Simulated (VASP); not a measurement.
A run of VASP 6.6.1 is set up as follows.

The input INCAR:

```
PREC     = Accurate       # precision mode
ENCUT    = 520            # plane-wave cutoff, eV
EDIFF    = 1E-6           # SCF threshold, eV
ISMEAR   = 0              # smearing method
SIGMA    = 0.01           # smearing width, eV
LREAL    = F              # projectors in reciprocal space
LASPH    = T              # aspherical terms in the spheres
NELM     = 100            # most SCF steps
ALGO     = Normal         # electronic algorithm
ISIF     = 2              # what is computed and relaxed
LWAVE    = F              # write WAVECAR
LCHARG   = F              # write CHGCAR
GGA      = PS             # functional
NBANDS   = 15             # bands
```

The input KPOINTS:

```
regular mesh
0
Gamma
  6 6 6
```

File POSCAR:

```
RbBr
1.0
    4.0700851177      0.0000000000      0.0000000000
    0.0000000000      4.0700851177      0.0000000000
    0.0000000000      0.0000000000      4.0700851177
Rb Br
1 1
Direct
   -0.0024569511     -0.0024569511     -0.0024569511
    0.5000000000      0.5000000000      0.5000000000
```

Potentials or basis: VASP PAW PBE potentials, release 64 (Rb_sv, Br).

Launch:

```bash
$ cat potpaw_PBE.64/Rb_sv/POTCAR potpaw_PBE.64/Br/POTCAR > POTCAR
$ mpirun -np 1 vasp_std > vasp.out
```

Estimate the largest force.

0.015 eV/Å.

Estimate the band gap on the k mesh.

4.04 eV (least direct gap 4.20 eV).

Forces in eV/Å, atoms in the order of the input:
```
Rb   0.009  0.009  0.009
Br  -0.009 -0.009 -0.009
```

Caveat: the cell differs from its parent crystal (-0.01, -0.01] A); the PAW data sets were made with another functional, which shifts forces and pressure a little. A k mesh can miss the band edges.
